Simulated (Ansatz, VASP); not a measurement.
**SiC4 in VASP and in Ansatz**

File INCAR:

```
ALGO = Normal
EDIFF = 1E-7
EDIFFG = -0.04
ENCUT = 910
GGA = PE
GGA_COMPAT = F
IBRION = 2
ISIF = 3
ISMEAR = 0
LASPH = T
LCHARG = F
LREAL = F
LWAVE = F
NELM = 120
NELMIN = 4
NSW = 90
PREC = Accurate
SIGMA = 0.1
```

KPOINTS

```
k-points
0
Gamma
  6 6 4
```

File POSCAR:

```
SiC4
1.0
    4.2855224300      0.0000000000      0.0000000000
   -2.1427612100      3.7113712900      0.0000000000
    0.0000000000      0.0000000000      4.8636660100
Si C
1 4
Direct
    0.0000000000      0.0000000000      0.0000000000
    0.3333333300      0.6666666700      0.7997713400
    0.3333333300      0.6666666700      0.2002286600
    0.6666666700      0.3333333300      0.2002286600
    0.6666666700      0.3333333300      0.7997713400
```

Input for Ansatz:

```yaml
crystal:
  lattice:
    - [4.28552243, 0.0, 0.0]
    - [-2.14276121, 3.71137129, 0.0]
    - [0.0, 0.0, 4.86366601]
  atoms:
    - { symbol: Si, position: [0.0, 0.0, 0.0] }
    - { symbol: C, position: [0.33333333, 0.66666667, 0.79977134] }
    - { symbol: C, position: [0.33333333, 0.66666667, 0.20022866] }
    - { symbol: C, position: [0.66666667, 0.33333333, 0.20022866] }
    - { symbol: C, position: [0.66666667, 0.33333333, 0.79977134] }
basis:
  ecutwfc: 420
kpoints:
  mp_grid: { grid: [6, 6, 4] }
hamiltonian:
  xc: pbe
scf:
  occupations: { method: gaussian, width: 0.1 }
  lower_state_search: "off"
output:
  forces: true
  stress: true
  eigenvalues: true
relax:
  adjacent_minimum: "off"
  f_tol: 0.04
  max_steps: 70
  cell: { stress_tol: 0.4 }
```

Alike in both runs: task relaxation of cell and atoms; functional PBE; k mesh 6 × 6 × 4; occupations gaussian, width 0.1 eV; no spin polarisation.

|  | VASP | Ansatz |
| --- | --- | --- |
| version | VASP 6.6.1 | Ansatz 0.2.0 |
| potentials or method | VASP PAW PBE potentials, release 64 (Si, C_h), cutoff 910 eV | scalar-relativistic, plane waves, PAW |
| valence electrons in the cell | 20 | 20 |

Ansatz gave:

* gap on the k mesh at the Fermi level, each at its own relaxed structure (eV): none
* relaxed volume (Å³/atom): 11.23
* relaxed cell length with the largest relative difference (Å): 5.431

Q: Which values does VASP return?

A: gap on the k mesh at the Fermi level, each at its own relaxed structure (eV): none; relaxed volume (Å³/atom): 10.47; relaxed cell length with the largest relative difference (Å): 5.052.

A gap of «none» marks a metal or a gap that the smearing closes. One of these differences is far larger than is usual between the two programs; its cause wasn't traced.

Noted on VASP's run: the cutoff is short for stress, so the pressure is rough; the volume moved by over 15 % at a fixed basis, so the end points are rough.
